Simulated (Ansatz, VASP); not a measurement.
Sc2SbAs in VASP and in Ansatz

```
Sc Sb As
1.0
     4.82983    0.00000    0.00000
    -2.41492    4.18276    0.00000
     0.00000    0.00000    5.67212
Sc Sb As
2 1 1
Direct
  0.33333 0.66667 0.50000
  0.66667 0.33333 0.50000
  0.00000 0.00000 0.00000
  0.00000 0.00000 0.50000
```

Alike in both runs: functional PBE; k mesh 6 × 6 × 4; occupations gaussian, width 0.1 eV; no spin polarisation.

Ansatz relaxed the structure, and its values are those at the end. VASP's run is a single point on that final structure, the one shown.

```csv
,VASP,Ansatz
version,VASP 6.6.1,Ansatz 0.2.0
potentials or method,"VASP PAW PBE potentials, release 64 (Sc_sv, Sb, As), cutoff 520 eV","scalar-relativistic, plane waves, PAW"
valence electrons in the cell,32,52
```

VASP gave:

| Item | Value |
| --- | --- |
| gap on the k mesh at the Fermi level (eV) | none |
| pressure (GPa) | 0.0 |

Question: Which values does Ansatz return?

Answer: gap on the k mesh at the Fermi level (eV): none; pressure (GPa): -0.1.

A gap of «none» marks a metal or a gap that the smearing closes. VASP's potentials hold 32 valence electrons a cell and Ansatz's 52, so a difference there can come from the potentials and not from the codes.

Spin-orbit coupling is off throughout.
